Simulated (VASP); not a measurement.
Input of a VASP 6.6.1 run:

POSCAR

```
HfO2
1.0
    3.6278021313      0.0000000000      0.0000000000
    0.0000000000      3.6278021313      0.0000000000
    0.0000000000      0.0000000000      5.2732960055
Hf O
2 4
Direct
    0.0000000000      0.0000000000      0.0000000000
    0.5000000000      0.5000000000      0.5000000000
    0.0000000000      0.5000000000      0.1972078800
    0.5000000000      0.0000000000      0.3027921200
    0.5000000000      0.0000000000      0.8027921200
    0.0000000000      0.5000000000      0.6972078800
```

The input INCAR.step1:

```
  PREC = Accurate
  ENCUT = 520
  ISMEAR = -1
  SIGMA = 0.05
  LREAL = False
  LASPH = True
  NELM = 80
  NBANDS = 31
  GGA = PE
  ALGO = Normal
  EDIFF = 1E-4
  LWAVE = True
  LCHARG = False
```

File INCAR.step2:

```
  PREC = Accurate
  ENCUT = 520
  EDIFF = 1E-6
  ISMEAR = -1
  SIGMA = 0.05
  LREAL = False
  LASPH = True
  NELM = 80
  ALGO = Normal
  ISIF = 2
  LWAVE = False
  LCHARG = True
  METAGGA = R2SCAN
  LMIXTAU = True
  LELF = True
  LVHAR = True
  NBANDS = 31
  ISTART = 1
```

Contents of KPOINTS:

```
Automatic mesh
0
Gamma
  8 8 5
```

Potentials or basis: VASP PAW PBE potentials, release 64 (Hf_pv, O).

Launch:

```console
$ cat potpaw_PBE.64/Hf_pv/POTCAR potpaw_PBE.64/O/POTCAR > POTCAR
$ cp INCAR.step1 INCAR
$ mpirun -np 1 vasp_std > vasp.out
$ cp INCAR.step2 INCAR
$ mpirun -np 1 vasp_std > vasp.out
```

Question: What does it give for the pressure?

Answer: -13.5 GPa.

Question: What does it give for the band gap on the k mesh?

Answer: 5.05 eV (least direct gap 5.11 eV).

Question: Estimate the largest force.

Answer: 0.314 eV/Å.

Stress tensor (GPa, compression positive):
```
-14.04   0.00   0.00
  0.00 -14.04   0.00
  0.00   0.00 -12.56
```

Caveat: the cell stands under tension; the PAW data sets were made with another functional, which shifts forces and pressure a little; spin-orbit coupling is left out, which moves the levels of the heavy elements. A k mesh can miss the band edges.
